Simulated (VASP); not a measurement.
Here is a VASP 6.6.1 calculation.

INCAR

```
SYSTEM = ZrC
PREC     = Accurate       ! precision mode
ENCUT    = 520            ! plane-wave cutoff, eV
EDIFF    = 1E-6           ! SCF threshold, eV
ISMEAR   = 0              ! smearing method
SIGMA    = 0.1            ! smearing width, eV
LREAL    = Auto         
LASPH    = .True.         ! aspherical terms in the spheres
NELM     = 100            ! most SCF steps
ALGO     = Normal         ! electronic algorithm
ISIF     = 2              ! what is computed and relaxed
LWAVE    = .False.        ! write WAVECAR
LCHARG   = .False.        ! write CHGCAR
LDIPOL   = .True.       
IDIPOL   = 3            
DIPOL    = 0.5 0.5 0.497
GGA      = PE             ! functional
IVDW     = 12             ! dispersion correction
NBANDS   = 114            ! bands
```

KPOINTS

```
regular mesh
0
Gamma
  3 3 1
  0 0 0
```

POSCAR

```
ZrC
1.0
    6.6085416874      0.0000000000      0.0000000000
    0.0000000000      6.6085416874      0.0000000000
    0.0000000000      0.0000000000     20.6729446409
Zr C
12 12
Direct
    0.5000000000      0.5000000000      0.3869792204
    0.5000000000      0.0000000000      0.3869792204
    0.0000000000      0.5000000000      0.3869792204
    0.0000000000      0.0000000000      0.3869792204
    0.7500000000      0.7500000000      0.4972128781
    0.7500000000      0.2500000000      0.4972128781
    0.2500000000      0.7500000000      0.4972128781
    0.2500000000      0.2500000000      0.4972128781
    0.0000000000      0.0000000000      0.6062633640
    0.0000000000      0.5000000000      0.6062633640
    0.5000000000      0.0000000000      0.6062633640
    0.5000000000      0.5000000000      0.6062633640
    0.2500000000      0.2500000000      0.3869792204
    0.2500000000      0.7500000000      0.3869792204
    0.7500000000      0.2500000000      0.3869792204
    0.7500000000      0.7500000000      0.3869792204
    0.5000000000      0.5000000000      0.4967508185
    0.5000000000      0.0000000000      0.4967508185
    0.0000000000      0.5000000000      0.4967508185
    0.0000000000      0.0000000000      0.4967508185
    0.7500000000      0.7500000000      0.6093632692
    0.7500000000      0.2500000000      0.6093632692
    0.2500000000      0.7500000000      0.6093632692
    0.2500000000      0.2500000000      0.6093632692
```

Potentials or basis: VASP PAW PBE potentials, release 64 (Zr_sv, C).

The run is started by

```bash
$ cat potpaw_PBE.64/Zr_sv/POTCAR potpaw_PBE.64/C/POTCAR > POTCAR
$ mpirun -np 1 vasp_std > vasp.out
```

Problem. What does it give for the largest force?

Solution. 0.497 eV/Å.

Problem. Predict the band gap on the k mesh.

Solution. Zero (filled and empty bands touch).

Problem. Predict the dispersion energy per atom.

Solution. -0.275 eV.

Forces on the atoms (eV/Å):
```
Zr   0.000  0.000  0.480
Zr   0.000  0.000  0.480
Zr   0.000  0.000  0.480
Zr   0.000  0.000  0.480
Zr   0.000  0.000 -0.003
Zr   0.000  0.000 -0.003
Zr   0.000  0.000 -0.003
Zr   0.000  0.000 -0.003
Zr   0.000  0.000  0.006
Zr   0.000  0.000  0.006
Zr   0.000  0.000  0.006
Zr   0.000  0.000  0.006
C    0.000  0.000 -0.497
C    0.000  0.000 -0.497
C    0.000  0.000 -0.497
C    0.000  0.000 -0.497
C    0.000  0.000 -0.002
C    0.000  0.000 -0.002
C    0.000  0.000 -0.002
C    0.000  0.000 -0.002
C    0.000  0.000  0.017
C    0.000  0.000  0.017
C    0.000  0.000  0.017
C    0.000  0.000  0.017
```
